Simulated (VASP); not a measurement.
**Ru: single point with r2SCAN**

The system is Ru.

```xyz
1
Lattice="0.0000 1.8922 1.8922 1.8922 0.0000 1.8922 1.8922 1.8922 0.0000" Properties=species:S:1:pos:R:3 pbc="T T T"
Ru    0.0000    0.0000    0.0000
```

This isn't the form of Ru at room conditions, which is hcp.

```json
{
  "Program": "VASP 6.6.1",
  "Task": "single point",
  "Functional": "r2SCAN",
  "Potentials or basis": "VASP PAW PBE potentials, release 64 (Ru_pv)",
  "Cutoff": "550 eV",
  "k mesh": "18 × 18 × 18",
  "Occupations": "gaussian, width 0.05 eV",
  "Spin": "no spin polarisation",
  "Dipole correction": "no",
  "Further INCAR settings": "ALGO = Normal; EDIFF = 1e-06; NBANDS = 13"
}
```

* Pressure: 1.4 GPa
* Band gap on the k mesh: zero (bands 7 and 8 overlap by 3.60 eV)

Levels at points of the mesh, in eV from the Fermi level:
```
           k point  band 5  band 6  band 7  band 8  band 9  band 10
(0.00, 0.00, 0.00)   -2.63   -2.63   -2.63   -0.08   -0.08     8.60
(0.50, 0.00, 0.00)   -2.77   -2.77    1.14    1.88    1.88     8.60
(0.50, 0.50, 0.00)   -6.15    1.82    2.42    2.42    3.89     8.60
```

Run time: 45 s on 1 thread of Intel(R) Xeon(R) 6975P-C (Granite Rapids) (shared host), peak memory 0.15 GiB.

Caveat: an empty level that is flat over the whole mesh can mark a ghost state of the potentials, or a narrow d or f band; the PAW data sets were made with another functional, which shifts forces and pressure a little.
